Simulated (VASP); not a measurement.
A run of VASP 6.6.1 is set up as follows.

The input INCAR:

```
PREC = Accurate
ENCUT = 600
EDIFF = 1E-7
ISMEAR = 0
SIGMA = 0.1
LREAL = F
LASPH = T
NELM = 80
ALGO = Normal
ISIF = 3
LWAVE = F
LCHARG = F
GGA = PS
IBRION = 2
NSW = 80
EDIFFG = -0.05
```

Contents of KPOINTS:

```
regular mesh
0
Gamma
  8 8 8
```

Contents of POSCAR:

```
Pt
1.0
    0.0000000000      2.0418799349      2.0418799349
    2.0418799349      0.0000000000      2.0418799349
    2.0418799349      2.0418799349      0.0000000000
Pt
1
Direct
    0.0000000000      0.0000000000      0.0000000000
```

Potentials or basis: VASP PAW PBE potentials, release 64 (Pt).

Run with:

```console
$ cat potpaw_PBE.64/Pt/POTCAR > POTCAR
$ mpirun -np 1 vasp_std > vasp.out
```

Task: What does it give for the relaxed volume?

Result: 14.99 Å³/atom.

Task: Estimate the band gap on the k mesh.

Result: Zero (band 5 reaches 11.69 eV, above the bottom of band 6 at 9.44 eV).

Task: Estimate the relaxed cell.

Result: a = 2.767 Å, b = 2.767 Å, c = 2.767 Å, α = 60.00°, β = 60.00°, γ = 60.00°.

Final structure:
```xyz
1
Lattice="0.0000 1.9569 1.9569 1.9569 0.0000 1.9569 1.9569 1.9569 0.0000" Properties=species:S:1:pos:R:3 pbc="T T T"
Pt    0.0000    0.0000    0.0000
```

Caveat: the PAW data sets were made with another functional, which shifts forces and pressure a little; spin-orbit coupling is left out, which moves the levels of the heavy elements.
